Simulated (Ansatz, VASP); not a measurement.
**Two plane-wave programs on SnSe2**

```
Sn Se
1.0
     3.98400    0.00000    0.00000
    -1.99200    3.45025    0.00000
     0.00000    0.00000    6.65900
Sn Se
1 2
Direct
  0.00000 0.00000 0.00000
  0.33333 0.66667 0.26513
  0.66667 0.33333 0.73487
```

Alike in both runs: task single point; functional PBE; dispersion D3(BJ); k mesh 12 × 12 × 6; occupations gaussian, width 0.03 eV; no spin polarisation.

|  | VASP | Ansatz |
| --- | --- | --- |
| version | VASP 6.6.1 | Ansatz 0.2.0 |
| potentials or method | VASP PAW PBE potentials, release 64 (Sn_d, Se), cutoff 500 eV | scalar-relativistic, plane waves, PAW |
| valence electrons in the cell | 26 | 46 |

```tsv
	VASP	Ansatz	Ansatz less VASP
gap on the k mesh at the Fermi level (eV)	0.12	0.12	+0.001
least direct gap on the mesh (eV)	0.49	0.49	+0.003
pressure (GPa)	-7.6	-7.7	-0.01
traceless stress, the component that is largest in VASP (GPa)	-2.56	-2.57	-0.010
rms of the force components (eV/Å)	0.647	0.650	+0.0032
```

Atom by atom the forces differ by 0.003 eV/Å (rms over components). VASP's potentials hold 26 valence electrons a cell and Ansatz's 46, so a difference there can come from the potentials and not from the codes.
